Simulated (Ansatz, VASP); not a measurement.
**One calculation of TaGeH, two programs**

```
Ge H Ta
1.0
     3.25253    0.00000    0.00000
     0.00000    3.25253    0.00000
     0.00000    0.00000    7.30355
Ge H Ta
2 2 2
Cartesian
  0.0000 0.0000 0.0000
  1.6263 1.6263 0.0000
  1.6263 0.0000 4.4479
  0.0000 1.6263 2.8557
  1.6263 0.0000 1.8697
  0.0000 1.6263 5.4338
```

Alike in both runs: task single point; functional r2SCAN; k mesh 10 × 10 × 5; no spin polarisation.

|  | VASP | Ansatz |
| --- | --- | --- |
| version | VASP 6.6.1 | Ansatz 0.2.0 |
| potentials or method | VASP PAW PBE potentials, release 64 (Ge_d, H, Ta_pv), cutoff 520 eV | PAW plane waves |
| occupations | fermi-dirac, width 0.1 eV | fermi-dirac |
| valence electrons in the cell | 52 | 56 |

VASP gave:

* pressure (GPa): 26.9
* traceless stress, the component that is largest in VASP (GPa): -4.49
* rms of the force components (eV/Å): 2.312

Problem. Which values does Ansatz return?

Solution. Pressure (GPa): 26.7; traceless stress, the component that is largest in VASP (GPa): -4.42; rms of the force components (eV/Å): 2.314.

VASP's potentials were made for PBE, not for r2SCAN. Atom by atom the forces differ by 0.002 eV/Å (rms over components). VASP's potentials hold 52 valence electrons a cell and Ansatz's 56, so a difference there can come from the potentials and not from the codes.

Spin-orbit coupling is off throughout.
